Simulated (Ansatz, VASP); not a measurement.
## Cd2S: VASP beside Ansatz

```xyz
3
Lattice="4.1212 0.0000 0.0000 -2.0606 3.5690 0.0000 0.0000 0.0000 5.8092" Properties=species:S:1:pos:R:3 pbc="T T T"
Cd    0.0000    2.3794    5.4183
Cd    2.0606    1.1897    3.3620
S     0.0000    2.3794    2.1245
```

Alike in both runs: task single point; functional PBEsol; k mesh 6 × 6 × 4; occupations fermi-dirac, width 0.05 eV; no spin polarisation.

```csv
,VASP,Ansatz
version,VASP 6.6.1,Ansatz 0.2.0
potentials or method,"VASP PAW PBE potentials, release 64 (Cd, S)",Ansatz PAW
plane-wave cutoff (eV),520,420
valence electrons in the cell,30,46
```

Ansatz gave:

| Quantity | Value |
| --- | --- |
| gap on the k mesh at the Fermi level (eV) | 0.10 |
| least direct gap on the mesh (eV) | 0.36 |
| pressure (GPa) | -4.9 |
| traceless stress, the component that is largest in VASP (GPa) | 0.17 |
| rms of the force components (eV/Å) | 0.146 |

Question: Which values does VASP return?

Answer: gap on the k mesh at the Fermi level (eV): 0.11; least direct gap on the mesh (eV): 0.37; pressure (GPa): -4.7; traceless stress, the component that is largest in VASP (GPa): 0.26; rms of the force components (eV/Å): 0.145.

VASP's potentials were made for PBE, not for PBEsol. Atom by atom the forces differ by 0.011 eV/Å (rms over components). VASP's potentials hold 30 valence electrons a cell and Ansatz's 46, so a difference there can come from the potentials and not from the codes.
